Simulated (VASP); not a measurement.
# HfMoC2 (P4/mmm) in VASP: further runs

The runs below take HfMoC2 through single point, relaxation of cell and atoms, with PBE.

All numbers are computed with VASP 6.6.1; they aren't measurements. Logs are shortened: lines on timing, memory, paths and dates and some standing lists are left out, and cuts for length are marked.

## (1) The cell of the first run

Symmetry: P4/mmm, No. 123, tetragonal system. Conventional cell: a = 3.187 Å, b = 3.187 Å, c = 4.480 Å, α = 90.00°, β = 90.00°, γ = 90.00°. Within 3.0 Å of Hf (site symmetry 4/mmm) lie 6 C at 2.24 to 2.25 Å. Mo (site symmetry 4/mmm) has 6 C at 2.24 to 2.25 Å within 3.0 Å. Within 3.0 Å of C (site symmetry 4/mmm) lie 2 Hf at 2.24 Å and 4 Mo at 2.25 Å. C (site symmetry 4/mmm) has 2 Mo at 2.24 Å and 4 Hf at 2.25 Å within 3.0 Å.

## (2) Single point, PBE

File INCAR:

```
PREC = Accurate
ENCUT = 520
EDIFF = 1E-6
ISMEAR = 0
SIGMA = 0.1
LREAL = False
LASPH = True
NELM = 100
ALGO = Normal
ISIF = 2
LWAVE = False
LCHARG = True
GGA = PE
LELF = True
LVHAR = True
NBANDS = 24
```

File KPOINTS:

```
Automatic mesh
0
Gamma
  14 14 10
```

File POSCAR:

```
HfMoC2
1.0
    3.1865768385      0.0000000000      0.0000000000
    0.0000000000      3.1865768385      0.0000000000
    0.0000000000      0.0000000000      4.4797233837
Hf Mo C
1 1 2
Direct
    0.0000000000      0.0000000000      0.0000000000
    0.5000000000      0.5000000000      0.5000000000
    0.0000000000      0.0000000000      0.5000000000
    0.5000000000      0.5000000000      0.0000000000
```

Potentials or basis: VASP PAW PBE potentials, release 64 (Hf_pv, Mo_sv, C).

Launch:

```console
$ cat potpaw_PBE.64/Hf_pv/POTCAR potpaw_PBE.64/Mo_sv/POTCAR potpaw_PBE.64/C/POTCAR > POTCAR
$ mpirun -np 1 vasp_std > vasp.out
```

OUTCAR:

```text
PREC = Accurate
   ENCUT = 520
   EDIFF = 1E-6
   ISMEAR = 0
   LREAL = False
   LASPH = True
   NELM = 100
   ISIF = 2
   GGA = PE

 ion  position               nearest neighbor table
   1  0.000  0.000  0.000-   3 2.24   3 2.24   4 2.25   4 2.25   4 2.25   4 2.25   2 3.18   2 3.18
                             2 3.18   2 3.18   2 3.18   2 3.18   2 3.18   2 3.18
   2  0.500  0.500  0.500-   4 2.24   4 2.24   3 2.25   3 2.25   3 2.25   3 2.25   1 3.18   1 3.18
                             1 3.18   1 3.18   1 3.18   1 3.18   1 3.18   1 3.18
   3  0.000  0.000  0.500-   1 2.24   1 2.24   2 2.25   2 2.25   2 2.25   2 2.25
   4  0.500  0.500  0.000-   2 2.24   2 2.24   1 2.25   1 2.25   1 2.25   1 2.25

  LATTYP: Found a simple tetragonal cell.
 ALAT       =     3.1865768385
 C/A-ratio  =     1.4058105644

  Lattice vectors:

 A1 = (   3.1865768385,   0.0000000000,   0.0000000000)
 A2 = (   0.0000000000,   3.1865768385,   0.0000000000)
 A3 = (   0.0000000000,   0.0000000000,   4.4797233837)

Analysis of symmetry for initial positions (statically):
=====================================================================
 Subroutine PRICEL returns:
 Original cell was already a primitive cell.

 Routine SETGRP: Setting up the symmetry group for a
 simple tetragonal supercell.

 Subroutine GETGRP returns: Found 16 space group operations
 (whereof 16 operations were pure point group operations)
 out of a pool of 16 trial point group operations.

The static configuration has the point symmetry D_4h.

Analysis of symmetry for dynamics (positions and initial velocities):
=====================================================================
 Subroutine PRICEL returns:
 Original cell was already a primitive cell.

 Routine SETGRP: Setting up the symmetry group for a
 simple tetragonal supercell.

 Subroutine GETGRP returns: Found 16 space group operations
 (whereof 16 operations were pure point group operations)
 out of a pool of 16 trial point group operations.

The dynamic configuration has the point symmetry D_4h.

 Subroutine INISYM returns: Found 16 space group operations
 (whereof 16 operations are pure point group operations),
 and found     1 'primitive' translations

----------------------------------------------------------------------------------------

                                     Primitive cell

  volume of cell :      45.4883

  direct lattice vectors                    reciprocal lattice vectors
     3.186576839  0.000000000  0.000000000     0.313816377  0.000000000  0.000000000
     0.000000000  3.186576839  0.000000000     0.000000000  0.313816377  0.000000000
     0.000000000  0.000000000  4.479723384     0.000000000  0.000000000  0.223228069

  length of vectors
     3.186576839  3.186576839  4.479723384     0.313816377  0.313816377  0.223228069

  position of ions in fractional coordinates (direct lattice)
     0.000000000  0.000000000  0.000000000
     0.500000000  0.500000000  0.500000000
     0.000000000  0.000000000  0.500000000
     0.500000000  0.500000000  0.000000000

  ion indices of the primitive-cell ions
   primitive index   ion index
                 1           1
                 2           2
                 3           3
                 4           4

----------------------------------------------------------------------------------------

 KPOINTS: Automatic mesh

Automatic generation of k-mesh.
 Grid dimensions read from file:
 generate k-points for:   14   14   10

 Generating k-lattice:

  Cartesian coordinates                     Fractional coordinates (reciprocal lattice)
     0.022415456  0.000000000  0.000000000     0.071428571  0.000000000  0.000000000
     0.000000000  0.022415456  0.000000000     0.000000000  0.071428571  0.000000000
     0.000000000  0.000000000  0.022322807     0.000000000  0.000000000  0.100000000

  Length of vectors
     0.022415456  0.022415456  0.022322807

  Shift w.r.t. Gamma in fractional coordinates (k-lattice)
     0.000000000  0.000000000  0.000000000

 Subroutine IBZKPT returns following result:
 ===========================================

 Found    216 irreducible k-points:

 Following reciprocal coordinates:
            Coordinates               Weight
  0.000000  0.000000  0.000000      1.000000
  0.071429  0.000000  0.000000      4.000000
  0.142857  0.000000  0.000000      4.000000
  0.214286  0.000000  0.000000      4.000000
  0.285714  0.000000  0.000000      4.000000
  0.357143  0.000000  0.000000      4.000000
[... 16 lines left out ...]
  0.285714  0.214286  0.000000      8.000000
  0.357143  0.214286  0.000000      8.000000
 [... further k-points ...]
   k-points           NKPTS =    216   k-points in BZ     NKDIM =    216   number of bands    NBANDS=     24
   number of dos      NEDOS =    301   number of ions     NIONS =      4
   total plane-waves  NPLWV =  20736
   dimension x,y,z NGX =    24 NGY =   24 NGZ =   36
   dimension x,y,z NGXF=    48 NGYF=   48 NGZF=   72
   ions per type =               1   1   2
   NGX,Y,Z   is equivalent  to a cutoff of  12.52, 12.52, 13.36 a.u.
   NGXF,Y,Z  is equivalent  to a cutoff of  25.04, 25.04, 26.72 a.u.
 SYSTEM =  unknown system
   PREC   = accura    normal or accurate (medium, high low for compatibility)
   ISTART =      0    job   : 0-new  1-cont  2-samecut
   ICHARG =      2    charge: 1-file 2-atom 10-const
   ISPIN  =      1    spin polarized calculation?
   LNONCOLLINEAR =      F non collinear calculations
   LSORBIT =      F    spin-orbit coupling
   LASPH  =      T    aspherical Exc in radial PAW
   ENCUT  =  520.0 eV  38.22 Ry    6.18 a.u.   5.92  5.92  8.33*2*pi/ulx,y,z
   NELM   =    100;   NELMIN=  2; NELMDL= -5     # of ELM steps
   EDIFF  = 0.1E-05   stopping-criterion for ELM
   LREAL  =      F    real-space projection
   EDIFFG = 0.1E-04   stopping-criterion for IOM
   NSW    =      0    number of steps for IOM
   IBRION =     -1    ionic relax: 0-MD 1-quasi-New 2-CG
   NFREE  =      0    steps in history (QN), initial steepest desc. (CG)
   ISIF   =      2    stress and relaxation
   ISYM   =      2    0-nonsym 1-usesym 2-fastsym
   POTIM  = 0.5000    time-step for ionic-motion
   TEBEG  =    0.0;   TEEND  =   0.0 temperature during run
   PSTRESS=    0.0 pullay stress
   NELECT =      32.0000    total number of electrons
   NUPDOWN=      -1.0000    fix difference up-down
   EMIN   =  10.00;   EMAX   =-10.00  energy-range for DOS
   EFERMI =   0.00;   METHOD = LEGACY
   ISMEAR =     0;   SIGMA  =   0.10  broadening in eV -4-tet -1-fermi 0-gaus
   EFERMI_NEDOS =   21; number of points for ismear=-14 and -15
   IALGO  =     38    algorithm
   IMIX   =      4    mixing-type and parameters
     AMIX     =   0.40;   BMIX     =  1.00
     AMIX_MAG =   1.60;   BMIX_MAG =  1.00
  volume/ion in A,a.u.               =      11.37        76.74
  Fermi-wavevector in a.u.,A,eV,Ry     =   1.455989  2.751421 28.843053  2.119905
  Thomas-Fermi vector in A             =   2.572960
   LORBIT       =      0    0 simple, 1 ext, 2 COOP (PROOUT), +10 PAW based schemes
   GGA     = PE    functional components
   LHFCALC =     F    Hartree Fock is set to
   AEXX    =    0.0000 exact exchange contribution
   IVDW    =     0    specifies the selected vdW correction
   LEPSILON=     F    determine dielectric tensor
   LRPA    =     F    only Hartree local field effects (RPA)
 non-spin polarized calculation
 Gauss-broadening in eV      SIGMA  =   0.10
  energy-cutoff  :      520.00
  volume of cell :       45.49
 maximum number of plane-waves:      1256
 NGX is ok and might be reduce to    24
   NGX = 11   NGY = 11   NGZ = 17

 number of electron      32.0000000 magnetization

 Free energy of the ion-electron system (eV)
  ---------------------------------------------------
  ext. energy  EPLUGINS =         0.00000000
  ---------------------------------------------------
  free energy    TOTEN  =       -40.78533156 eV

  energy without entropy =      -40.77521426  energy(sigma->0) =      -40.78027291

 E-fermi :   9.4262     XC(G=0): -12.9329

 val. band max:        9.4251700497   @ k =   0.3571   0.3571   0.3000
 cond. band min:       9.4276132423   @ k =   0.5000   0.3571   0.3000
 fundamental gap:      0.0024431927
 Fermi energy:         9.4262146673

 k-point     1 :       0.0000    0.0000    0.0000
  band No.  band energies     occupation
      1     -52.6105      2.00000
      2     -26.6352      2.00000
      3     -26.6153      2.00000
      4     -26.6153      2.00000
      5     -20.8884      2.00000
      6     -20.5786      2.00000
[... 16 lines left out ...]
     23      14.0723      0.00000
     24      14.0723      0.00000

 k-point     2 :       0.0714    0.0000    0.0000
  band No.  band energies     occupation
      1     -52.6096      2.00000
      2     -26.6335      2.00000
      3     -26.6280      2.00000
      4     -26.6136      2.00000
      5     -20.8870      2.00000
      6     -20.6057      2.00000
[... 16 lines left out ...]
     23      14.0607      0.00000
     24      14.1168      0.00000

 k-point     3 :       0.1429    0.0000    0.0000
  band No.  band energies     occupation
      1     -52.6071      2.00000
      2     -26.6634      2.00000
      3     -26.6287      2.00000
      4     -26.6090      2.00000
      5     -20.8831      2.00000
      6     -20.6809      2.00000
[... 16 lines left out ...]
     23      14.0323      0.00000
     24      15.2130      0.00000

 k-point     4 :       0.2143    0.0000    0.0000
  band No.  band energies     occupation
      1     -52.6035      2.00000
      2     -26.7143      2.00000
      3     -26.6217      2.00000
      4     -26.6023      2.00000
      5     -20.8774      2.00000
      6     -20.7876      2.00000
[... 16 lines left out ...]
     23      13.9923      0.00000
     24      16.6208      0.00000

 k-point     5 :       0.2857    0.0000    0.0000
  band No.  band energies     occupation
      1     -52.5994      2.00000
      2     -26.7702      2.00000
      3     -26.6139      2.00000
      4     -26.5948      2.00000
      5     -20.9033      2.00000
      6     -20.8711      2.00000
[... 16 lines left out ...]
     23      14.0913      0.00000
     24      16.5598      0.00000

 k-point     6 :       0.3571    0.0000    0.0000
  band No.  band energies     occupation
      1     -52.5958      2.00000
      2     -26.8202      2.00000
      3     -26.6068      2.00000
      4     -26.5881      2.00000
      5     -21.0053      2.00000
      6     -20.8654      2.00000
[... 16 lines left out ...]
     23      15.2797      0.00000
     24      16.3125      0.00000
[... 379 lines left out ...]
 k-point    21 :       0.5000    0.1429    0.0000
  band No.  band energies     occupation
      1     -52.5889      2.00000
      2     -26.8598      2.00000
      3     -26.6293      2.00000
      4     -26.5958      2.00000
      5     -21.0788      2.00000
      6     -20.8505      2.00000
[... 16 lines left out ...]
     23      14.9761      0.00000
     24      16.6217      0.00000

 k-point    22 :       0.2143    0.2143    0.0000
  band No.  band energies     occupation
      1     -52.5964      2.00000
      2     -26.7024      2.00000
      3     -26.6991      2.00000
      4     -26.6098      2.00000
      5     -20.8630      2.00000
      6     -20.7684      2.00000
[... 16 lines left out ...]
     23      13.6960      0.00000
     24      16.2865      0.00000

 k-point    23 :       0.2857    0.2143    0.0000
  band No.  band energies     occupation
      1     -52.5924      2.00000
      2     -26.7564      2.00000
      3     -26.6929      2.00000
      4     -26.6029      2.00000
      5     -20.8684      2.00000
      6     -20.8548      2.00000
[... 16 lines left out ...]
     23      13.7080      0.00000
     24      16.5406      0.00000

 k-point    24 :       0.3571    0.2143    0.0000
  band No.  band energies     occupation
      1     -52.5887      2.00000
      2     -26.8061      2.00000
      3     -26.6860      2.00000
      4     -26.5968      2.00000
      5     -20.9663      2.00000
      6     -20.8473      2.00000
[... 16 lines left out ...]
     23      14.3258      0.00000
     24      16.5313      0.00000

 [... further k-points ...]

------------------------ aborting loop because EDIFF is reached ----------------------------------------

  FORCE on cell =-STRESS in cart. coord.  units (eV):
  Direction    XX          YY          ZZ          XY          YZ          ZX
  --------------------------------------------------------------------------------------
  -------------------------------------------------------------------------------------
  Total       -0.0397428     -0.0397428     -0.0050064      0.0000000      0.0000000      0.0000000
  in kB       -1.3998084     -1.3998084     -0.1763345      0.0000000      0.0000000      0.0000000
  external PRESSURE =      -0.9919838 kB  Pullay stress =       0.0000000 kB

 VOLUME and BASIS-vectors are now :
 -----------------------------------------------------------------------------
  energy-cutoff  :      520.00
  volume of cell :       45.49
      direct lattice vectors                 reciprocal lattice vectors
     3.186576839  0.000000000  0.000000000     0.313816377  0.000000000  0.000000000
     0.000000000  3.186576839  0.000000000     0.000000000  0.313816377  0.000000000
     0.000000000  0.000000000  4.479723384     0.000000000  0.000000000  0.223228069

 POSITION                                       TOTAL-FORCE (eV/Angst)
 -----------------------------------------------------------------------------------
      0.00000      0.00000      0.00000         0.000000      0.000000      0.000000
      1.59329      1.59329      2.23986         0.000000      0.000000      0.000000
      0.00000      0.00000      2.23986         0.000000      0.000000      0.000000
      1.59329      1.59329      0.00000         0.000000      0.000000      0.000000
 -----------------------------------------------------------------------------------
    total drift:                                0.000000     -0.000000     -0.000000

  FREE ENERGIE OF THE ION-ELECTRON SYSTEM (eV)
  ---------------------------------------------------
  free  energy   TOTEN  =       -40.7853315623 eV

  energy  without entropy=      -40.7752142615  energy(sigma->0) =      -40.78027291
```

Wall time 4.3 min (1 thread of Intel Xeon 8259CL, shared host); peak memory 0.35 GiB.

Results:

```yaml
Free_energy: -40.7853 eV
Pressure: -0.1 GPa
Band_gap_on_the_k_mesh: zero (bands 16 and 17 overlap by 2.49 eV)
```

Stress tensor (GPa, compression positive):
```
-0.14  0.00  0.00
 0.00 -0.14  0.00
 0.00  0.00 -0.02
```

Levels at points of the mesh, in eV from the Fermi level:
```
           k point  band 12  band 13  band 14  band 15  band 16  band 17  band 18  band 19  band 20  band 21
(0.00, 0.00, 0.00)    -1.34    -1.34    -1.22    -1.22    -0.42    -0.34     0.09     0.14     0.14     0.46
(0.50, 0.00, 0.00)    -4.92    -4.28    -3.74    -3.63    -0.41     0.96     2.20     3.18     3.34     4.30
(0.50, 0.50, 0.00)    -3.85    -3.85    -1.20    -1.01    -1.01    -0.98     1.11     1.39     2.49     4.07
(0.00, 0.00, 0.50)    -3.53    -2.16    -2.16    -1.75    -1.75    -1.35    -0.31     2.14     2.14     3.97
(0.50, 0.00, 0.50)    -5.23    -5.14    -4.31    -4.24     1.01     1.10     1.78     4.59     5.41     5.43
(0.50, 0.50, 0.50)    -4.33    -4.22    -4.16    -4.16     1.14     1.14     1.39     3.14     3.14     3.54
```

Caveat: spin-orbit coupling is left out, which moves the levels of the heavy elements.

## (3) Relaxation of cell and atoms, PBE

This run uses another cell than the first one, of 11.42 Å³/atom.

File INCAR:

```
SYSTEM = HfMoC2
  PREC = Accurate
  ENCUT = 600
  EDIFF = 1E-6
  ISMEAR = 0
  SIGMA = 0.1
  LREAL = .FALSE.
  LASPH = .TRUE.
  NELM = 60
  ALGO = Normal
  ISIF = 3
  LWAVE = .FALSE.
  LCHARG = .FALSE.
  GGA = PE
  IBRION = 2
  NSW = 100
  EDIFFG = -0.01
```

File KPOINTS:

```
Automatic mesh
0
G
  14 14 10
  0 0 0
```

File POSCAR:

```
HfMoC2
1.0
    3.1914229400      0.0000000000      0.0000000000
    0.0000000000      3.1914229400      0.0000000000
    0.0000000000      0.0000000000      4.4851641700
Hf Mo C
1 1 2
Direct
    0.0000000000      0.0000000000      0.0000000000
    0.5000000000      0.5000000000      0.5000000000
    0.0000000000      0.0000000000      0.5000000000
    0.5000000000      0.5000000000      0.0000000000
```

Potentials or basis: VASP PAW PBE potentials, release 64 (Hf_pv, Mo_sv, C).

Launch:

```console
$ cat potpaw_PBE.64/Hf_pv/POTCAR potpaw_PBE.64/Mo_sv/POTCAR potpaw_PBE.64/C/POTCAR > POTCAR
$ mpirun -np 1 vasp_std > vasp.out
```

It took 14 min on 1 thread of Intel Xeon 8259CL, shared host; peak memory 0.4 GiB.

It converged, with:

| Item | Value |
| --- | --- |
| Free energy | -40.7874 eV |
| Relaxed volume | 11.36 Å³/atom |
| Relaxed cell | a = 3.186 Å, b = 3.186 Å, c = 4.479 Å, α = 90.00°, β = 90.00°, γ = 90.00° |
| Space group after relaxing (to 0.1 Å) | P4/mmm (No. 123) |
| Energy gained by relaxing | 0.3 meV/atom |
| Ionic steps | 3 |
| Pressure after relaxing | 0.0 GPa |
| Band gap on the k mesh | zero (bands 16 and 17 overlap by 2.49 eV) |

Stress tensor (GPa, compression positive):
```
-0.03  0.00  0.00
 0.00 -0.03  0.00
 0.00  0.00  0.10
```

Step by step:
```
step  energy change (eV)  largest force (eV/Å)  pressure (GPa)  volume (Å³)
   1              0.0000                0.0000           -1.41        45.68
   2              0.0026                0.0000            2.69        45.02
   3             -0.0010                0.0000            0.01        45.45
```

Final structure:
```yaml
crystal:
  lattice:
    - [3.18568, 0.00000, 0.00000]
    - [0.00000, 3.18568, 0.00000]
    - [0.00000, 0.00000, 4.47851]
  atoms:
    - { symbol: Hf, position: [0.00000, 0.00000, 0.00000] }
    - { symbol: Mo, position: [0.50000, 0.50000, 0.50000] }
    - { symbol: C, position: [0.00000, 0.00000, 0.50000] }
    - { symbol: C, position: [0.50000, 0.50000, 0.00000] }
```

Levels at points of the mesh, in eV from the Fermi level:
```
           k point  band 12  band 13  band 14  band 15  band 16  band 17  band 18  band 19  band 20
(0.00, 0.00, 0.00)    -1.34    -1.34    -1.22    -1.22    -0.42    -0.34     0.09     0.14     0.14
(0.50, 0.00, 0.00)    -4.93    -4.28    -3.74    -3.63    -0.41     0.96     2.20     3.18     3.34
(0.50, 0.50, 0.00)    -3.86    -3.86    -1.20    -1.01    -1.01    -0.98     1.11     1.39     2.50
(0.00, 0.00, 0.50)    -3.53    -2.17    -2.17    -1.75    -1.75    -1.35    -0.31     2.14     2.14
(0.50, 0.00, 0.50)    -5.23    -5.15    -4.31    -4.25     1.01     1.10     1.78     4.60     5.42
(0.50, 0.50, 0.50)    -4.33    -4.22    -4.17    -4.17     1.14     1.14     1.40     3.14     3.14
```

Caveat: the highest band is partly filled, so the run has too few bands; spin-orbit coupling is left out, which moves the levels of the heavy elements.
